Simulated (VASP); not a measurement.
A run of VASP 6.6.1 is set up as follows.

Contents of POSCAR:

```
BaBe3
1.0
    0.0000000000      3.3630621441      3.3630621441
    3.3630621441      0.0000000000      3.3630621441
    3.3630621441      3.3630621441      0.0000000000
Ba Be
1 3
Direct
    0.0000000000      0.0000000000      0.0000000000
    0.5000000000      0.5000000000      0.5000000000
    0.2500000000      0.2500000000      0.2500000000
    0.7500000000      0.7500000000      0.7500000000
```

File INCAR.step1:

```
SYSTEM = BaBe3
  ALGO = Normal
  EDIFF = 1E-4
  ENCUT = 520
  GGA = PE
  ISMEAR = 0
  LASPH = .True.
  LCHARG = .False.
  LREAL = .False.
  LWAVE = .True.
  NBANDS = 16
  NELM = 80
  PREC = Accurate
  SIGMA = 0.1
```

File INCAR.step2:

```
SYSTEM = BaBe3
  ALGO = Normal
  EDIFF = 1E-6
  ENCUT = 520
  ISIF = 2
  ISMEAR = 0
  ISTART = 1
  LASPH = .True.
  LCHARG = .False.
  LMIXTAU = .True.
  LREAL = .False.
  LWAVE = .False.
  METAGGA = R2SCAN
  NBANDS = 16
  NELM = 80
  PREC = Accurate
  SIGMA = 0.1
```

File KPOINTS:

```
k-points
0
Gamma
  12 12 12
  0 0 0
```

Potentials or basis: VASP PAW PBE potentials, release 64 (Ba_sv, Be).

The run is started by

```sh
$ cat potpaw_PBE.64/Ba_sv/POTCAR potpaw_PBE.64/Be/POTCAR > POTCAR
$ cp INCAR.step1 INCAR
$ mpirun -np 1 vasp_std > vasp.out
$ cp INCAR.step2 INCAR
$ mpirun -np 1 vasp_std > vasp.out
```

Question: What does it give for the pressure?

Answer: 0.3 GPa.

Question: What does it give for the band gap on the k mesh?

Answer: Zero (bands 8 and 9 overlap by 0.65 eV).

Caveat: the PAW data sets were made with another functional, which shifts forces and pressure a little; spin-orbit coupling is left out, which moves the levels of the heavy elements.
